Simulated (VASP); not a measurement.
Here is a VASP 6.6.1 calculation.

The input INCAR:

```
SYSTEM = Sn
PREC = Accurate
ENCUT = 520
EDIFF = 1E-6
ISMEAR = 0
SIGMA = 0.1
LREAL = .False.
LASPH = .True.
NELM = 100
ALGO = Normal
ISIF = 2
LWAVE = .False.
LCHARG = .False.
GGA = PE
IVDW = 12
NBANDS = 13
```

Contents of KPOINTS:

```
Automatic mesh
0
Gamma
  8 8 8
  0 0 0
```

File POSCAR:

```
Sn
1.0
   -1.6912200000      1.9546610000      2.1078700000
    1.6912200000     -1.9546610000      2.1078700000
    1.6912200000      1.9546610000     -2.1078700000
Sn
1
Direct
    0.0000000000      0.0000000000      0.0000000000
```

Potentials or basis: VASP PAW PBE potentials, release 64 (Sn_d).

The run is started by

```bash
$ cat potpaw_PBE.64/Sn_d/POTCAR > POTCAR
$ mpirun -np 1 vasp_std > vasp.out
```

Problem. What does it give for the dispersion energy per atom?

Solution. -0.376 eV.

Problem. Predict the pressure.

Solution. -2.4 GPa.

Problem. Predict the band gap on the k mesh.

Solution. Zero (band 7 reaches 14.52 eV, above the bottom of band 8 at 6.42 eV).

Stress tensor (GPa, compression positive):
```
-3.24  0.00  0.00
 0.00 -1.56  0.00
 0.00  0.00 -2.34
```

Caveat: spin-orbit coupling is left out, which moves the levels of the heavy elements; pairwise dispersion overbinds metals, which lowers pressure and volume.
